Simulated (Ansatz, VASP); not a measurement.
## Two plane-wave programs on BC

File INCAR:

```
PREC = Accurate
ENCUT = 600
EDIFF = 1E-7
ISMEAR = 0
SIGMA = 0.1
LREAL = False
LASPH = True
NELM = 120
ALGO = Normal
ISIF = 3
LWAVE = False
LCHARG = False
GGA = PE
IBRION = 2
NSW = 90
EDIFFG = -0.04
GGA_COMPAT = False
NELMIN = 4
```

KPOINTS

```
Automatic mesh
0
Gamma
  8 8 8
```

The input POSCAR:

```
BC
1.0
    0.0000000000      1.9868820111      1.9868820111
    1.9868820111      0.0000000000      1.9868820111
    1.9868820111      1.9868820111      0.0000000000
B C
1 1
Direct
    0.0000000000      0.0000000000      0.0000000000
    0.7500000000      0.7500000000      0.7500000000
```

Input for Ansatz:

```yaml
crystal:
  lattice:
    - [0.0, 1.9868820111, 1.9868820111]
    - [1.9868820111, 0.0, 1.9868820111]
    - [1.9868820111, 1.9868820111, 0.0]
  atoms:
    - { symbol: B, position: [0.0, 0.0, 0.0] }
    - { symbol: C, position: [0.75, 0.75, 0.75] }
basis:
  ecutwfc: 420
kpoints:
  mp_grid: { grid: [8, 8, 8] }
hamiltonian:
  xc: pbe
scf:
  occupations: { method: gaussian, width: 0.1 }
  lower_state_search: "off"
output:
  forces: true
  stress: true
  eigenvalues: true
relax:
  adjacent_minimum: "off"
  f_tol: 0.04
  max_steps: 70
  cell: { stress_tol: 0.4 }
```

Alike in both runs: task relaxation of cell and atoms; functional PBE; k mesh 8 × 8 × 8; occupations gaussian, width 0.1 eV; no spin polarisation.

|  | VASP | Ansatz |
| --- | --- | --- |
| version | VASP 6.6.1 | Ansatz 0.2.0 |
| potentials or method | VASP PAW PBE potentials, release 64 (B, C), cutoff 600 eV | scalar-relativistic, plane waves, PAW |
| valence electrons in the cell | 7 | 7 |

Ansatz gave:

| Property | Result |
| --- | --- |
| gap on the k mesh at the Fermi level, each at its own relaxed structure (eV) | none |
| relaxed volume (Å³/atom) | 6.79 |
| relaxed cell length with the largest relative difference (Å) | 2.678 |

Question: Estimate VASP's values.

Answer: gap on the k mesh at the Fermi level, each at its own relaxed structure (eV): none; relaxed volume (Å³/atom): 6.79; relaxed cell length with the largest relative difference (Å): 2.679.

A gap of «none» marks a metal or a gap that the smearing closes.
